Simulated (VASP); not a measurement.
# Al (Fm-3m) in VASP: settings compared, part 2 of 2

VASP 6.6.1.

**3. Single point, PBEsol+D3(BJ)**

This run uses another cell than the first one, of 16.60 Å³/atom.

File INCAR:

```
ALGO = Normal
EDIFF = 1E-6
ENCUT = 500
GGA = PS
GGA_COMPAT = F
ISIF = 2
ISMEAR = 0
IVDW = 12
LASPH = T
LCHARG = F
LREAL = F
LWAVE = F
NBANDS = 8
NELM = 120
PREC = Accurate
SIGMA = 0.01
```

File KPOINTS:

```
k-points
0
Gamma
  11 11 11
```

File POSCAR:

```
Al
1.0
    0.0000000000      2.0248050000      2.0248050000
    2.0248050000      0.0000000000      2.0248050000
    2.0248050000      2.0248050000      0.0000000000
Al
1
Direct
    0.0000000000      0.0000000000      0.0000000000
```

Potentials or basis: VASP PAW PBE potentials, release 64 (Al).

The run is started by

```console
$ cat potpaw_PBE.64/Al/POTCAR > POTCAR
$ mpirun -np 1 vasp_std > vasp.out
```

OUTCAR:

```text
EDIFF = 1E-6
   ENCUT = 500
   GGA = PS
   ISIF = 2
   ISMEAR = 0
   IVDW = 12
   LASPH = T
   LREAL = F
   NELM = 120
   PREC = Accurate
 IVDW          = 12

 ion  position               nearest neighbor table
   1  0.000  0.000  0.000-

  LATTYP: Found a face centered cubic cell.
 ALAT       =     4.0496100000

  Lattice vectors:

 A1 = (   0.0000000000,   2.0248050000,   2.0248050000)
 A2 = (   2.0248050000,   0.0000000000,   2.0248050000)
 A3 = (   2.0248050000,   2.0248050000,   0.0000000000)

Analysis of symmetry for initial positions (statically):
=====================================================================
 Subroutine PRICEL returns:
 Original cell was already a primitive cell.

 Routine SETGRP: Setting up the symmetry group for a
 face centered cubic supercell.

 Subroutine GETGRP returns: Found 48 space group operations
 (whereof 48 operations were pure point group operations)
 out of a pool of 48 trial point group operations.

The static configuration has the point symmetry O_h .

Analysis of symmetry for dynamics (positions and initial velocities):
=====================================================================
 Subroutine PRICEL returns:
 Original cell was already a primitive cell.

[... 161 lines left out ...]
 k-point     1 :       0.0000    0.0000    0.0000
  band No.  band energies     occupation
      1      -3.2021      2.00000
      2      20.4457      0.00000
      3      20.4457      0.00000
      4      20.4457      0.00000
      5      21.8904      0.00000
      6      21.8904      0.00000
      7      21.8904      0.00000
      8      24.3222      0.00000
[... 243 lines left out ...]
 k-point    24 :      -0.1818    0.1818    0.0000
  band No.  band energies     occupation
      1      -0.8352      2.00000
      2      11.6958      0.00000
      3      13.1261      0.00000
      4      19.6791      0.00000
      5      21.7037      0.00000
      6      22.7534      0.00000
      7      23.8491      0.00000
      8      24.8061      0.00000

 [... further k-points ...]

------------------------ aborting loop because EDIFF is reached ----------------------------------------

 Edisp (eV)   -0.31541

 E8    (eV) :    -0.2124

  FORCE on cell =-STRESS in cart. coord.  units (eV):
  Direction    XX          YY          ZZ          XY          YZ          ZX
  --------------------------------------------------------------------------------------
  -------------------------------------------------------------------------------------
  Total      -0.52545    -0.52545    -0.52545     0.00000    -0.00000     0.00000
  in kB     -50.70615   -50.70615   -50.70615     0.00000    -0.00000     0.00000
  external pressure =      -50.71 kB  Pullay stress =        0.00 kB

 VOLUME and BASIS-vectors are now :
 -----------------------------------------------------------------------------
  energy-cutoff  :      500.00
  volume of cell :       16.60
      direct lattice vectors                 reciprocal lattice vectors
     0.000000000  2.024805000  2.024805000    -0.246937359  0.246937359  0.246937359
     2.024805000  0.000000000  2.024805000     0.246937359 -0.246937359  0.246937359
     2.024805000  2.024805000  0.000000000     0.246937359  0.246937359 -0.246937359

 POSITION                                       TOTAL-FORCE (eV/Angst)
 -----------------------------------------------------------------------------------
      0.00000      0.00000      0.00000         0.000000      0.000000      0.000000
 -----------------------------------------------------------------------------------
    total drift:                                0.000000      0.000000     -0.000000

  FREE ENERGIE OF THE ION-ELECTRON SYSTEM (eV)
  ---------------------------------------------------
  free  energy   TOTEN  =        -4.4119025542 eV

  energy  without entropy=       -4.4117801319  energy(sigma->0) =       -4.41184134
```

OSZICAR:

```text
N       E                     dE             d eps       ncg     rms          rms(c)
DAV:   1    -0.263027130207E+01   -0.26303E+01   -0.88782E+02   896   0.200E+02
DAV:   2    -0.411689424885E+01   -0.14866E+01   -0.13932E+01  1216   0.189E+01
DAV:   3    -0.412495067170E+01   -0.80564E-02   -0.80564E-02  1192   0.159E+00
DAV:   4    -0.412496575459E+01   -0.15083E-04   -0.15082E-04  1392   0.600E-02
DAV:   5    -0.412496578099E+01   -0.26398E-07   -0.27130E-07  1192   0.158E-03    0.138E+00
DAV:   6    -0.410796379849E+01    0.17002E-01   -0.23142E-03  1224   0.199E-01    0.783E-01
DAV:   7    -0.409650759079E+01    0.11456E-01   -0.63019E-03  1200   0.317E-01    0.166E-01
DAV:   8    -0.409649172969E+01    0.15861E-04   -0.20368E-05  1296   0.308E-02    0.855E-03
DAV:   9    -0.409649100813E+01    0.72156E-06   -0.37118E-07  1208   0.275E-03
   1 F= -.44119026E+01 E0= -.44118413E+01  d E =-.122422E-03
```

Run time: 5 s. Hardware: 1 thread of AMD EPYC 7R13 (Zen 3), shared host; peak memory 0.11 GiB.

What came out:

| Quantity | Value |
| --- | --- |
| Free energy | -4.4119 eV |
| Pressure | -5.1 GPa |
| Band gap on the k mesh | zero (an odd number of electrons rules out a gap without spin polarisation) |
| Dispersion energy per atom | -0.315 eV |

Levels at points of the mesh, in eV from the Fermi level:
| k point | band 1 | band 2 | band 3 | band 4 | band 5 |
| --- | --- | --- | --- | --- | --- |
| (0.00, 0.00, 0.00) | -11.11 | 12.54 | 12.54 | 12.54 | 13.98 |

Caveat: the cell stands under tension; the PAW data sets were made with another functional, which shifts forces and pressure a little.
